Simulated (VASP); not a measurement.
Set up this calculation in VASP 6.6.1, as the native input.

```
Task                   : single point
Functional             : PBE
Potentials or basis    : VASP PAW PBE potentials, release 64 (Hf_pv, N)
Cutoff                 : 520 eV
k mesh                 : 11 × 11 × 11
Occupations            : gaussian, width 0.1 eV
Spin                   : no spin polarisation
Dipole correction      : no
Further INCAR settings : ALGO = Normal; EDIFF = 1e-07; NBANDS = 14
```

The structure of HfN lies in POSCAR:

```
HfN
1.0
    0.0000000000      2.2709408328      2.2709408328
    2.2709408328      0.0000000000      2.2709408328
    2.2709408328      2.2709408328      0.0000000000
Hf N
1 1
Direct
    0.0000000000      0.0000000000      0.0000000000
    0.5000000000      0.5000000000      0.5000000000
```

These files were run (other wordings do the same):

INCAR

```
SYSTEM = HfN
ALGO = Normal
EDIFF = 1E-7
ENCUT = 520
GGA = PE
ISIF = 2
ISMEAR = 0
LASPH = .TRUE.
LCHARG = .FALSE.
LREAL = .FALSE.
LWAVE = .FALSE.
NBANDS = 14
NELM = 60
PREC = Accurate
SIGMA = 0.1
```

KPOINTS

```
k-points
0
G
  11 11 11
  0 0 0
```

Potentials or basis: VASP PAW PBE potentials, release 64 (Hf_pv, N).

Command:

```sh
$ cat potpaw_PBE.64/Hf_pv/POTCAR potpaw_PBE.64/N/POTCAR > POTCAR
$ mpirun -np 1 vasp_std > vasp.out
```

Results of the run:

```yaml
Pressure: -1.2 GPa
```

Wall time 27 s on 1 thread of Intel Xeon 6975P-C, with other jobs on the host, peak memory 0.15 GiB.
